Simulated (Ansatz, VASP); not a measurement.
**C: VASP beside Ansatz**

```
C
1.0
    -2.34258    2.34258    2.34258
     2.34258   -2.34258    2.34258
     2.34258    2.34258   -2.34258
C
8
Direct
  0.00000 0.00000 0.00000
  0.00000 0.00000 0.50000
  0.00000 0.50000 0.00000
  0.00000 0.50000 0.50000
  0.50000 0.00000 0.00000
  0.50000 0.00000 0.50000
  0.50000 0.50000 0.00000
  0.50000 0.50000 0.50000
```

Alike in both runs: task single point; functional PBEsol; k mesh 8 × 8 × 8; occupations gaussian, width 0.1 eV; no spin polarisation.

```csv
,VASP,Ansatz
version,VASP 6.6.1,Ansatz 0.2.0
potentials or method,"VASP PAW PBE potentials, release 64 (C), cutoff 520 eV","scalar-relativistic, plane waves, PAW"
valence electrons in the cell,32,32
```

|  | VASP | Ansatz | Ansatz less VASP |
| --- | --- | --- | --- |
| gap on the k mesh at the Fermi level (eV) | none | none | - |
| pressure (GPa) | -0.8 | -1.1 | -0.27 |

VASP's potentials were made for PBE, not for PBEsol. A gap of «none» marks a metal or a gap that the smearing closes.
